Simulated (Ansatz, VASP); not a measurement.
**Two plane-wave programs on BiTe**

INCAR

```
SYSTEM = BiTe
PREC = Accurate
ENCUT = 400
EDIFF = 1E-8
ISMEAR = 0
SIGMA = 0.1
LREAL = .FALSE.
LASPH = .TRUE.
NELM = 120
ALGO = Normal
ISIF = 2
LWAVE = .FALSE.
LCHARG = .FALSE.
GGA = PE
LEFG = .TRUE.
NBANDS = 18
GGA_COMPAT = .FALSE.
```

KPOINTS

```
Automatic mesh
0
G
  4 4 4
  0 0 0
```

POSCAR

```
BiTe
1.0
    0.0000000000      3.2350000000      3.2350000000
    3.2350000000      0.0000000000      3.2350000000
    3.2350000000      3.2350000000      0.0000000000
Bi Te
1 1
Direct
    0.0000000000      0.0000000000      0.0000000000
    0.5000000000      0.5000000000      0.5000000000
```

Input for Ansatz:

```yaml
crystal:
  lattice:
    - [0.0, 3.235, 3.235]
    - [3.235, 0.0, 3.235]
    - [3.235, 3.235, 0.0]
  atoms:
    - { symbol: Bi, position: [0.0, 0.0, 0.0] }
    - { symbol: Te, position: [0.5, 0.5, 0.5] }
basis:
  ecutwfc: 420
kpoints:
  mp_grid: { grid: [4, 4, 4] }
hamiltonian:
  xc: pbe
scf:
  occupations: { method: gaussian, width: 0.1 }
output:
  forces: true
  stress: true
  eigenvalues: true
  efg: {}
```

Alike in both runs: task electric field gradients; functional PBE; k mesh 4 × 4 × 4; occupations gaussian, width 0.1 eV; no spin polarisation.

|  | VASP | Ansatz |
| --- | --- | --- |
| version | VASP 6.6.1 | Ansatz 0.2.0 |
| potentials or method | VASP PAW PBE potentials, release 64 (Bi_d, Te), cutoff 400 eV | scalar-relativistic, plane waves, PAW |
| valence electrons in the cell | 21 | 31 |

Ansatz gave:

- gap on the k mesh at the Fermi level (eV): none
- pressure (GPa): 0.7

Q: Which values does VASP return?

A: gap on the k mesh at the Fermi level (eV): none; pressure (GPa): 0.6.

A gap of «none» marks a metal or a gap that the smearing closes. With one functional, cell and mesh, what is left measures potentials, basis and numerics. VASP's potentials hold 21 valence electrons a cell and Ansatz's 31, so a difference there can come from the potentials and not from the codes.

The k mesh is coarse, so the values compare programs but aren't converged. Neither program's run includes spin-orbit coupling.
